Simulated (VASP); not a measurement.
# PbSe (Fm-3m) in VASP: further runs

Runs on PbSe. Level: PBE. Tasks: single point.

All numbers are computed with VASP 6.6.1; they aren't measurements. Logs are shortened: lines on timing, memory, paths and dates and some standing lists are left out, and cuts for length are marked.

**1. The cell of the first run**

The structure is cubic, space group Fm-3m (No. 225). The conventional cell has a = 6.124 Å, b = 6.124 Å, c = 6.124 Å, α = 90.00°, β = 90.00°, γ = 90.00°. Within 4.0 Å of Pb (site symmetry m-3m) lie 6 Se at 3.06 Å. Within 4.0 Å of Se (site symmetry m-3m) lie 6 Pb at 3.06 Å.

**2. Single point, PBE**

INCAR reads:

```
SYSTEM = PbSe
ALGO = Normal
EDIFF = 1E-6
ENCUT = 520
GGA = PE
ISIF = 2
ISMEAR = -1
LASPH = .True.
LCHARG = .True.
LELF = .True.
LREAL = .False.
LVHAR = .True.
LWAVE = .False.
NBANDS = 17
NELM = 100
PREC = Accurate
SIGMA = 0.01
```

KPOINTS reads:

```
k-points
0
Gamma
  9 9 9
  0 0 0
```

POSCAR reads:

```
PbSe
1.0
    0.0000000000      3.0621500000      3.0621500000
    3.0621500000      0.0000000000      3.0621500000
    3.0621500000      3.0621500000      0.0000000000
Pb Se
1 1
Direct
    0.0000000000      0.0000000000      0.0000000000
    0.5000000000      0.5000000000      0.5000000000
```

Potentials or basis: VASP PAW PBE potentials, release 64 (Pb_d, Se).

Command:

```
$ cat potpaw_PBE.64/Pb_d/POTCAR potpaw_PBE.64/Se/POTCAR > POTCAR
$ mpirun -np 1 vasp_std > vasp.out
```

OUTCAR:

```text
SYSTEM = PbSe
   EDIFF = 1E-6
   ENCUT = 520
   GGA = PE
   ISIF = 2
   ISMEAR = -1
   LASPH = .True.
   LREAL = .False.
   NELM = 100
   PREC = Accurate

 ion  position               nearest neighbor table
   1  0.000  0.000  0.000-   2 3.06   2 3.06   2 3.06   2 3.06   2 3.06   2 3.06
   2  0.500  0.500  0.500-   1 3.06   1 3.06   1 3.06   1 3.06   1 3.06   1 3.06

  LATTYP: Found a face centered cubic cell.
 ALAT       =     6.1243000000

  Lattice vectors:

 A1 = (   0.0000000000,   3.0621500000,   3.0621500000)
 A2 = (   3.0621500000,   0.0000000000,   3.0621500000)
 A3 = (   3.0621500000,   3.0621500000,   0.0000000000)

Analysis of symmetry for initial positions (statically):
=====================================================================
 Subroutine PRICEL returns:
 Original cell was already a primitive cell.

 Routine SETGRP: Setting up the symmetry group for a
 face centered cubic supercell.

 Subroutine GETGRP returns: Found 48 space group operations
 (whereof 48 operations were pure point group operations)
 out of a pool of 48 trial point group operations.

The static configuration has the point symmetry O_h .

Analysis of symmetry for dynamics (positions and initial velocities):
=====================================================================
 Subroutine PRICEL returns:
 Original cell was already a primitive cell.

 Routine SETGRP: Setting up the symmetry group for a
 face centered cubic supercell.

 Subroutine GETGRP returns: Found 48 space group operations
 (whereof 48 operations were pure point group operations)
 out of a pool of 48 trial point group operations.

The dynamic configuration has the point symmetry O_h .

 Subroutine INISYM returns: Found 48 space group operations
 (whereof 48 operations are pure point group operations),
 and found     1 'primitive' translations

----------------------------------------------------------------------------------------

                                     Primitive cell

  volume of cell :      57.4261

  direct lattice vectors                    reciprocal lattice vectors
     0.000000000  3.062150000  3.062150000    -0.163283967  0.163283967  0.163283967
     3.062150000  0.000000000  3.062150000     0.163283967 -0.163283967  0.163283967
     3.062150000  3.062150000  0.000000000     0.163283967  0.163283967 -0.163283967

  length of vectors
     4.330534060  4.330534060  4.330534060     0.282816127  0.282816127  0.282816127

  position of ions in fractional coordinates (direct lattice)
     0.000000000  0.000000000  0.000000000
     0.500000000  0.500000000  0.500000000

  ion indices of the primitive-cell ions
   primitive index   ion index
                 1           1
                 2           2

----------------------------------------------------------------------------------------

 KPOINTS: k-points

Automatic generation of k-mesh.
 Grid dimensions read from file:
 generate k-points for:    9    9    9

 Generating k-lattice:

  Cartesian coordinates                     Fractional coordinates (reciprocal lattice)
    -0.018142663  0.018142663  0.018142663     0.111111111  0.000000000  0.000000000
     0.018142663 -0.018142663  0.018142663     0.000000000  0.111111111  0.000000000
     0.018142663  0.018142663 -0.018142663     0.000000000  0.000000000  0.111111111

  Length of vectors
     0.031424014  0.031424014  0.031424014

  Shift w.r.t. Gamma in fractional coordinates (k-lattice)
     0.000000000  0.000000000  0.000000000

 Subroutine IBZKPT returns following result:
 ===========================================

 Found     35 irreducible k-points:

 Following reciprocal coordinates:
            Coordinates               Weight
  0.000000  0.000000  0.000000      1.000000
  0.111111  0.000000  0.000000      8.000000
  0.222222  0.000000  0.000000      8.000000
  0.333333  0.000000  0.000000      8.000000
  0.444444  0.000000  0.000000      8.000000
  0.111111  0.111111  0.000000      6.000000
[... 16 lines left out ...]
 -0.333333  0.333333  0.000000     12.000000
  0.444444  0.444444  0.000000      6.000000
 [... further k-points ...]
   k-points           NKPTS =     35   k-points in BZ     NKDIM =     35   number of bands    NBANDS=     17
   number of dos      NEDOS =    301   number of ions     NIONS =      2
   total plane-waves  NPLWV =  32768
   dimension x,y,z NGX =    32 NGY =   32 NGZ =   32
   dimension x,y,z NGXF=    64 NGYF=   64 NGZF=   64
   ions per type =               1   1
   NGX,Y,Z   is equivalent  to a cutoff of  12.28, 12.28, 12.28 a.u.
   NGXF,Y,Z  is equivalent  to a cutoff of  24.57, 24.57, 24.57 a.u.
 SYSTEM =  PbSe
   PREC   = accura    normal or accurate (medium, high low for compatibility)
   ISTART =      0    job   : 0-new  1-cont  2-samecut
   ICHARG =      2    charge: 1-file 2-atom 10-const
   ISPIN  =      1    spin polarized calculation?
   LNONCOLLINEAR =      F non collinear calculations
   LSORBIT =      F    spin-orbit coupling
   LASPH  =      T    aspherical Exc in radial PAW
   ENCUT  =  520.0 eV  38.22 Ry    6.18 a.u.   8.05  8.05  8.05*2*pi/ulx,y,z
   NELM   =    100;   NELMIN=  2; NELMDL= -5     # of ELM steps
   EDIFF  = 0.1E-05   stopping-criterion for ELM
   LREAL  =      F    real-space projection
   EDIFFG = 0.1E-04   stopping-criterion for IOM
   NSW    =      0    number of steps for IOM
   IBRION =     -1    ionic relax: 0-MD 1-quasi-New 2-CG
   NFREE  =      0    steps in history (QN), initial steepest desc. (CG)
   ISIF   =      2    stress and relaxation
   ISYM   =      2    0-nonsym 1-usesym 2-fastsym
   POTIM  = 0.5000    time-step for ionic-motion
   TEBEG  =    0.0;   TEEND  =   0.0 temperature during run
   PSTRESS=    0.0 pullay stress
   NELECT =      20.0000    total number of electrons
   NUPDOWN=      -1.0000    fix difference up-down
   EMIN   =  10.00;   EMAX   =-10.00  energy-range for DOS
   EFERMI =   0.00;   METHOD = LEGACY
   ISMEAR =    -1;   SIGMA  =   0.01  broadening in eV -4-tet -1-fermi 0-gaus
   EFERMI_NEDOS =   21; number of points for ismear=-14 and -15
   IALGO  =     38    algorithm
   IMIX   =      4    mixing-type and parameters
     AMIX     =   0.40;   BMIX     =  1.00
     AMIX_MAG =   1.60;   BMIX_MAG =  1.00
  volume/ion in A,a.u.               =      28.71       193.77
  Fermi-wavevector in a.u.,A,eV,Ry     =   1.151812  2.176610 18.050462  1.326672
  Thomas-Fermi vector in A             =   2.288467
   LORBIT       =      0    0 simple, 1 ext, 2 COOP (PROOUT), +10 PAW based schemes
   GGA     = PE    functional components
   LHFCALC =     F    Hartree Fock is set to
   AEXX    =    0.0000 exact exchange contribution
   IVDW    =     0    specifies the selected vdW correction
   LEPSILON=     F    determine dielectric tensor
   LRPA    =     F    only Hartree local field effects (RPA)
 non-spin polarized calculation
  energy-cutoff  :      520.00
  volume of cell :       57.43
 maximum number of plane-waves:      1565
   NGX = 17   NGY = 17   NGZ = 17

 number of electron      20.0000000 magnetization

 Free energy of the ion-electron system (eV)
  ---------------------------------------------------
  ext. energy  EPLUGINS =         0.00000000
  ---------------------------------------------------
  free energy    TOTEN  =        -8.17954502 eV

  energy without entropy =       -8.17954502  energy(sigma->0) =       -8.17954502

 E-fermi :   5.1361     XC(G=0):  -9.5236

 val. band max:        4.8725520995   @ k =   0.4444   0.0000   0.0000
 cond. band min:       5.5671148345   @ k =   0.4444   0.0000   0.0000
 fundamental gap:      0.6945627350
 Fermi energy:         5.1360999776

 k-point     1 :       0.0000    0.0000    0.0000
  band No.  band energies     occupation
      1     -11.7837      2.00000
      2     -11.7837      2.00000
      3     -11.7837      2.00000
      4     -11.7796      2.00000
      5     -11.7796      2.00000
      6      -8.5314      2.00000
[... 9 lines left out ...]
     16      11.5697      0.00000
     17      13.2288      0.00000

 k-point     2 :       0.1111    0.0000    0.0000
  band No.  band energies     occupation
      1     -11.7837      2.00000
      2     -11.7837      2.00000
      3     -11.7832      2.00000
      4     -11.7787      2.00000
      5     -11.7787      2.00000
      6      -8.4377      2.00000
[... 9 lines left out ...]
     16      11.8459      0.00000
     17      14.1593      0.00000

 k-point     3 :       0.2222    0.0000    0.0000
  band No.  band energies     occupation
      1     -11.7905      2.00000
      2     -11.7905      2.00000
      3     -11.7822      2.00000
      4     -11.7694      2.00000
      5     -11.7694      2.00000
      6      -8.1750      2.00000
[... 9 lines left out ...]
     16      12.5430      0.00000
     17      15.8210      0.00000

 k-point     4 :       0.3333    0.0000    0.0000
  band No.  band energies     occupation
      1     -11.7985      2.00000
      2     -11.7985      2.00000
      3     -11.7813      2.00000
      4     -11.7585      2.00000
      5     -11.7585      2.00000
      6      -7.8124      2.00000
[... 9 lines left out ...]
     16      13.5987      0.00000
     17      16.8671      0.00000

 k-point     5 :       0.4444    0.0000    0.0000
  band No.  band energies     occupation
      1     -11.8038      2.00000
      2     -11.8038      2.00000
      3     -11.7808      2.00000
      4     -11.7513      2.00000
      5     -11.7513      2.00000
      6      -7.5150      2.00000
[... 9 lines left out ...]
     16      14.8588      0.00000
     17      15.6166      0.00000

 k-point     6 :       0.1111    0.1111    0.0000
  band No.  band energies     occupation
      1     -11.7874      2.00000
      2     -11.7858      2.00000
      3     -11.7788      2.00000
      4     -11.7788      2.00000
      5     -11.7774      2.00000
      6      -8.4054      2.00000
[... 9 lines left out ...]
     16      12.3796      0.00000
     17      13.7873      0.00000

 k-point     7 :       0.2222    0.1111    0.0000
  band No.  band energies     occupation
      1     -11.7977      2.00000
      2     -11.7859      2.00000
      3     -11.7818      2.00000
      4     -11.7727      2.00000
      5     -11.7680      2.00000
      6      -8.1959      2.00000
[... 9 lines left out ...]
     16      13.1322      0.00000
     17      14.8269      0.00000

 k-point     8 :       0.3333    0.1111    0.0000
  band No.  band energies     occupation
      1     -11.8081      2.00000
      2     -11.7890      2.00000
      3     -11.7830      2.00000
      4     -11.7653      2.00000
      5     -11.7569      2.00000
      6      -7.8607      2.00000
[... 9 lines left out ...]
     16      14.1269      0.00000
     17      16.3279      0.00000
[... 203 lines left out ...]
      1     -11.8088      2.00000
      2     -11.7949      2.00000
      3     -11.7765      2.00000
      4     -11.7644      2.00000
      5     -11.7603      2.00000
      6      -7.6768      2.00000
[... 9 lines left out ...]
     16      14.8519      0.00000
     17      15.6067      0.00000

 k-point    20 :       0.3333    0.3333    0.0000
  band No.  band energies     occupation
      1     -11.8635      2.00000
      2     -11.7972      2.00000
      3     -11.7655      2.00000
      4     -11.7509      2.00000
      5     -11.7509      2.00000
      6      -7.5451      2.00000
[... 9 lines left out ...]
     16      15.3138      0.00000
     17      16.2196      0.00000

 k-point    21 :       0.4444    0.3333    0.0000
  band No.  band energies     occupation
      1     -11.8790      2.00000
      2     -11.7963      2.00000
      3     -11.7673      2.00000
      4     -11.7471      2.00000
      5     -11.7446      2.00000
      6      -7.2996      2.00000
[... 9 lines left out ...]
     16      16.1859      0.00000
     17      16.7901      0.00000

 k-point    22 :      -0.4444    0.3333    0.0000
  band No.  band energies     occupation
      1     -11.8749      2.00000
      2     -11.7884      2.00000
      3     -11.7741      2.00000
      4     -11.7503      2.00000
      5     -11.7444      2.00000
      6      -7.1443      2.00000
[... 9 lines left out ...]
     16      15.5608      0.00000
     17      17.3575      0.00000

 k-point    23 :      -0.3333    0.3333    0.0000
  band No.  band energies     occupation
      1     -11.8541      2.00000
      2     -11.7834      2.00000
      3     -11.7764      2.00000
      4     -11.7592      2.00000
      5     -11.7496      2.00000
      6      -7.1762      2.00000
[... 9 lines left out ...]
     16      14.5374      0.00000
     17      16.5822      0.00000

 k-point    24 :       0.4444    0.4444    0.0000
  band No.  band energies     occupation
      1     -11.9009      2.00000
      2     -11.8011      2.00000
      3     -11.7613      2.00000
      4     -11.7407      2.00000
      5     -11.7407      2.00000
      6      -7.1583      2.00000
[... 9 lines left out ...]
     16      16.5422      0.00000
     17      17.6142      0.00000

 [... further k-points ...]
[... 5 lines left out ...]
  --------------------------------------------------------------------------------------
  -------------------------------------------------------------------------------------
  Total        0.8270642      0.8270642      0.8270642     -0.0000000     -0.0000000      0.0000000
  in kB       23.0749327     23.0749327     23.0749327     -0.0000000     -0.0000000      0.0000000
  external PRESSURE =      23.0749327 kB  Pullay stress =       0.0000000 kB

 VOLUME and BASIS-vectors are now :
 -----------------------------------------------------------------------------
  energy-cutoff  :      520.00
  volume of cell :       57.43
      direct lattice vectors                 reciprocal lattice vectors
     0.000000000  3.062150000  3.062150000    -0.163283967  0.163283967  0.163283967
     3.062150000  0.000000000  3.062150000     0.163283967 -0.163283967  0.163283967
     3.062150000  3.062150000  0.000000000     0.163283967  0.163283967 -0.163283967

 POSITION                                       TOTAL-FORCE (eV/Angst)
 -----------------------------------------------------------------------------------
      0.00000      0.00000      0.00000        -0.000000     -0.000000      0.000000
      3.06215      3.06215      3.06215         0.000000      0.000000     -0.000000
 -----------------------------------------------------------------------------------
    total drift:                                0.000000     -0.000000     -0.000000

  FREE ENERGIE OF THE ION-ELECTRON SYSTEM (eV)
  ---------------------------------------------------
  free  energy   TOTEN  =        -8.1795450196 eV

  energy  without entropy=       -8.1795450196  energy(sigma->0) =       -8.17954502
```

It took 41 s on 1 thread of Intel Xeon 6975P-C, shared host; peak memory 0.19 GiB.

What came out:

| Quantity | Value |
| --- | --- |
| Free energy | -8.1795 eV |
| Pressure | 2.3 GPa |

Levels at points of the mesh, in eV from the Fermi level:
| k point | band 7 | band 8 | band 9 | band 10 | band 11 | band 12 | band 13 | band 14 |
| --- | --- | --- | --- | --- | --- | --- | --- | --- |
| (0.00, 0.00, 0.00) | -6.39 | -1.96 | -1.96 | -1.96 | 4.62 | 4.62 | 4.62 | 6.43 |

Caveat: this odd mesh misses L, where the gap lies, so gap, dielectric constants and Born charges aren't listed; spin-orbit coupling is left out, which moves the levels of the heavy elements.

**3. Single point, PBE (volume scaled by 1.02)**

INCAR reads:

```
SYSTEM = PbSe
PREC     = Accurate       ! precision mode
ENCUT    = 520            ! plane-wave cutoff, eV
EDIFF    = 1E-6           ! SCF threshold, eV
ISMEAR   = -1             ! smearing method
SIGMA    = 0.01           ! smearing width, eV
LREAL    = .FALSE.        ! projectors in reciprocal space
LASPH    = .TRUE.         ! aspherical terms in the spheres
NELM     = 80             ! most SCF steps
ALGO     = Normal         ! electronic algorithm
ISIF     = 2              ! what is computed and relaxed
LWAVE    = .FALSE.        ! write WAVECAR
LCHARG   = .FALSE.        ! write CHGCAR
GGA      = PE             ! functional
NBANDS   = 17             ! bands
```

KPOINTS reads:

```
regular mesh
0
G
  9 9 9
  0 0 0
```

POSCAR reads:

```
PbSe
1.0
    0.0000000000      3.0824297301      3.0824297301
    3.0824297301      0.0000000000      3.0824297301
    3.0824297301      3.0824297301      0.0000000000
Pb Se
1 1
Direct
    0.0000000000      0.0000000000      0.0000000000
    0.5000000000      0.5000000000      0.5000000000
```

Potentials or basis: VASP PAW PBE potentials, release 64 (Pb_d, Se).

Command:

```
$ cat potpaw_PBE.64/Pb_d/POTCAR potpaw_PBE.64/Se/POTCAR > POTCAR
$ mpirun -np 1 vasp_std > vasp.out
```

It used 23 s of CPU time on 1 thread of Intel Xeon 6975P-C, with other jobs on the host.

The run converged. Its results:

| Property | Result |
| --- | --- |
| Free energy | -8.1925 eV |
| Pressure | 1.2 GPa |

Levels at points of the mesh, in eV from the Fermi level:
| k point | band 7 | band 8 | band 9 | band 10 | band 11 | band 12 | band 13 | band 14 |
| --- | --- | --- | --- | --- | --- | --- | --- | --- |
| (0.00, 0.00, 0.00) | -6.43 | -1.87 | -1.87 | -1.87 | 4.57 | 4.57 | 4.57 | 6.47 |

Caveat: this odd mesh misses L, where the gap lies, so gap, dielectric constants and Born charges aren't listed; spin-orbit coupling is left out, which moves the levels of the heavy elements.

**4. Single point, PBE (volume scaled by 1.04)**

INCAR reads:

```
SYSTEM = PbSe
  PREC = Accurate
  ENCUT = 520
  EDIFF = 1E-7
  ISMEAR = -1
  SIGMA = 0.01
  LREAL = .FALSE.
  LASPH = .TRUE.
  NELM = 80
  ALGO = Normal
  ISIF = 2
  LWAVE = .FALSE.
  LCHARG = .FALSE.
  GGA = PE
  NBANDS = 17
```

KPOINTS is that of step 3.

POSCAR reads:

```
PbSe
1.0
    0.0000000000      3.1024460684      3.1024460684
    3.1024460684      0.0000000000      3.1024460684
    3.1024460684      3.1024460684      0.0000000000
Pb Se
1 1
Direct
    0.0000000000      0.0000000000      0.0000000000
    0.5000000000      0.5000000000      0.5000000000
```

Command:

```
$ cat potpaw_PBE.64/Pb_d/POTCAR potpaw_PBE.64/Se/POTCAR > POTCAR
$ mpirun -np 1 vasp_std > vasp.out
```

Run time: 64 s. Hardware: 1 thread of Intel Xeon 6975P-C, shared host; peak memory 0.22 GiB.

The run converged. Its results:

```yaml
Free_energy: -8.1982 eV
Pressure: 0.3 GPa
```

Levels at points of the mesh, in eV from the Fermi level:
```tsv
k point	band 7	band 8	band 9	band 10	band 11	band 12	band 13	band 14
(0.00, 0.00, 0.00)	-6.46	-1.79	-1.79	-1.79	4.52	4.52	4.52	6.51
```

Caveat: this odd mesh misses L, where the gap lies, so gap, dielectric constants and Born charges aren't listed; spin-orbit coupling is left out, which moves the levels of the heavy elements.

[end of part 1 of 2]
